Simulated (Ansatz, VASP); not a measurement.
# Mg4H: VASP beside Ansatz

```
CELL_PARAMETERS angstrom
2.22156 -2.75602 0.00000
2.22156 2.75602 0.00000
0.00000 0.00000 5.46080
ATOMIC_POSITIONS crystal
Mg 0.00000 0.00000 0.70736
Mg 0.00000 0.00000 0.29264
Mg 0.71620 0.71620 0.00000
Mg 0.28380 0.28380 0.00000
H 0.50000 0.50000 0.50000
```

Alike in both runs: task relaxation of cell and atoms; functional PBE; k mesh 6 × 6 × 4; occupations gaussian, width 0.1 eV; no spin polarisation.

|  | VASP | Ansatz |
| --- | --- | --- |
| version | VASP 6.6.1 | Ansatz 0.2.0 |
| potentials or method | VASP PAW PBE potentials, release 64 (Mg, H), cutoff 600 eV | scalar-relativistic, plane waves, PAW |
| valence electrons in the cell | 9 | 41 |

```tsv
	VASP	Ansatz	Ansatz less VASP
gap on the k mesh at the Fermi level, each at its own relaxed structure (eV)	none	none	-
relaxed volume (Å³/atom)	24.48	24.89	+0.404
relaxed cell length with the largest relative difference (Å)	8.285	8.344	+0.0582
```

A gap of «none» marks a metal or a gap that the smearing closes. VASP's potentials hold 9 valence electrons a cell and Ansatz's 41, so a difference there can come from the potentials and not from the codes.

Noted on VASP's run: the volume moved by over 15 % at a fixed basis, so the end points are rough.
